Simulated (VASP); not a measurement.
Input of a VASP 6.6.1 run:

Contents of INCAR:

```
PREC = Accurate ; ENCUT = 600
EDIFF = 1E-6 ; ISMEAR = 0
SIGMA = 0.1 ; LREAL = F
LASPH = T ; NELM = 80
ALGO = Normal ; ISIF = 3
LWAVE = F ; LCHARG = F
GGA = PE ; IBRION = 2
NSW = 90 ; EDIFFG = -0.04
```

KPOINTS

```
Automatic mesh
0
Gamma
  3 3 6
```

File POSCAR:

```
Si2Sb2Se
1.0
    6.7637686900      0.0000000000      0.0000000000
   -3.3818843500      5.8575955100      0.0000000000
    0.0000000000      0.0000000000      3.6525964200
Si Sb Se
2 2 1
Direct
    0.3333333300      0.6666666700      0.0000000000
    0.6666666700      0.3333333300      0.0000000000
    0.3333333300      0.6666666700      0.5000000000
    0.6666666700      0.3333333300      0.5000000000
    0.0000000000      0.0000000000      0.0000000000
```

Potentials or basis: VASP PAW PBE potentials, release 64 (Si, Sb, Se).

The run is started by

```console
$ cat potpaw_PBE.64/Si/POTCAR potpaw_PBE.64/Sb/POTCAR potpaw_PBE.64/Se/POTCAR > POTCAR
$ mpirun -np 1 vasp_std > vasp.out
```

Question: What does it give for the space group after relaxing (to 0.05 Å)?

Answer: P6/mmm (No. 191).

Question: Estimate the band gap on the k mesh.

Answer: Zero (band 12 reaches 6.61 eV, above the bottom of band 13 at 5.15 eV).

Step by step:
| step | energy change (eV) | largest force (eV/Å) | pressure (GPa) | volume (Å³) |
| --- | --- | --- | --- | --- |
| 1 | 0.0000 | 0.0000 | 55.84 | 144.71 |
| 2 | -13.2970 | 0.0000 | -5.69 | 355.42 |
| 3 | -13.5882 | 0.0000 | -5.90 | 344.03 |
| 4 | -13.9647 | 0.0000 | -6.17 | 332.69 |
| 5 | -17.6439 | 0.0000 | -7.04 | 238.81 |
| 6 | -18.1248 | 0.0000 | -0.16 | 191.79 |
| 7 | -18.3084 | 0.0000 | -5.48 | 216.22 |
| 8 | -18.3798 | 0.0000 | -4.68 | 208.38 |
| 9 | -18.3792 | 0.0000 | -4.44 | 207.11 |
| 10 | -19.8405 | 0.0000 | -5.53 | 179.42 |
| 11 | -22.3579 | 0.0000 | -5.29 | 141.99 |
| 12 | -15.2181 | 0.0000 | 74.34 | 79.23 |
| 13 | -23.1217 | 0.0000 | -3.18 | 130.40 |
| 14 | -23.4865 | 0.0000 | 7.49 | 110.10 |
| 15 | -23.5669 | 0.0000 | 2.80 | 116.70 |
| 16 | -23.5707 | 0.0000 | 3.85 | 115.13 |
| 17 | -23.5142 | 0.0000 | 4.82 | 117.28 |
| 18 | -23.7251 | 0.0000 | 3.40 | 116.21 |
| 19 | -23.7670 | 0.0000 | -1.49 | 126.15 |
| 20 | -23.7865 | 0.0000 | 0.03 | 122.33 |
| 21 | -23.7878 | 0.0000 | 0.04 | 122.58 |

Caveat: the volume moved by over 15 % at a fixed basis, so the end points are rough; spin-orbit coupling is left out, which moves the levels of the heavy elements.
